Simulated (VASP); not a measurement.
Write the native input for VASP 6.6.1 that does the following.

| Quantity | Value |
| --- | --- |
| Task | relaxation of cell and atoms |
| Functional | r2SCAN |
| Potentials or basis | VASP PAW PBE potentials, release 64 (Ni, O) |
| Cutoff | 600 eV |
| k mesh | 11 × 11 × 11 |
| Occupations | fermi-dirac, width 0.05 eV |
| Spin | collinear spin, ferromagnetic start |
| Starting moments | [1.0, 0.0] μB |
| Dipole correction | no |
| Further INCAR settings | ALGO = Normal; EDIFF = 1e-06; IBRION = 2; EDIFFG = -0.01; NSW = 60; ISIF = 3 |

Crystal: NiO.

```
CELL_PARAMETERS angstrom
0.00000 2.08590 2.08590
2.08590 0.00000 2.08590
2.08590 2.08590 0.00000
ATOMIC_POSITIONS crystal
Ni 0.00000 0.00000 0.00000
O 0.50000 0.50000 0.50000
```

These files were run (other wordings do the same):

POSCAR

```
NiO
1.0
    0.0000000000      2.0859016414      2.0859016414
    2.0859016414      0.0000000000      2.0859016414
    2.0859016414      2.0859016414      0.0000000000
Ni O
1 1
Direct
    0.0000000000      0.0000000000      0.0000000000
    0.5000000000      0.5000000000      0.5000000000
```

INCAR.step1

```
PREC = Accurate ; ENCUT = 600
ISMEAR = -1 ; SIGMA = 0.05
LREAL = F ; LASPH = T
NELM = 150 ; ISPIN = 2
MAGMOM = 1 0 ; LMAXMIX = 4
GGA = PE ; ALGO = Normal
EDIFF = 1E-4 ; LWAVE = T
LCHARG = F
```

INCAR.step2

```
PREC = Accurate ; ENCUT = 600
EDIFF = 1E-6 ; ISMEAR = -1
SIGMA = 0.05 ; LREAL = F
LASPH = T ; NELM = 150
ALGO = Normal ; ISIF = 3
LWAVE = F ; LCHARG = F
ISPIN = 2 ; MAGMOM = 1 0
LORBIT = 11 ; LMAXMIX = 4
METAGGA = R2SCAN ; LMIXTAU = T
IBRION = 2 ; NSW = 60
EDIFFG = -0.01 ; ISTART = 1
```

KPOINTS

```
regular mesh
0
Gamma
  11 11 11
```

Potentials or basis: VASP PAW PBE potentials, release 64 (Ni, O).

Run with:

```bash
$ cat potpaw_PBE.64/Ni/POTCAR potpaw_PBE.64/O/POTCAR > POTCAR
$ cp INCAR.step1 INCAR
$ mpirun -np 1 vasp_std > vasp.out
$ cp INCAR.step2 INCAR
$ mpirun -np 1 vasp_std > vasp.out
```

It gave:

| Item | Value |
| --- | --- |
| Relaxed volume | 9.17 Å³/atom |
| Relaxed cell | a = 2.960 Å, b = 2.960 Å, c = 2.960 Å, α = 60.00°, β = 60.00°, γ = 60.00° |
| Space group after relaxing (to 0.1 Å) | Fm-3m (No. 225) |
| Energy gained by relaxing | 0.7 meV/atom |
| Ionic steps | 3 |
| Pressure after relaxing | 0.1 GPa |
| Band gap on the k mesh | 0.77 eV (least direct gap 1.71 eV) |
| Net moment | 2.00 μB per cell |
| Site moments | Ni +1.69; O +0.28 μB |
| Valence electrons inside the program's atomic spheres | Ni 8.91; O 5.04 |

Caveat: semilocal functionals underestimate gaps, and a narrow one can read as zero; the PAW data sets were made with another functional, which shifts forces and pressure a little; an odd mesh through Γ misses points on the zone boundary, where band edges can lie; a cell with one magnetic atom can't hold antiferromagnetic order, which such compounds often take.

Run time: 5.5 min on 1 thread of Intel Xeon 8259CL, with other jobs on the host, peak memory 0.18 GiB.
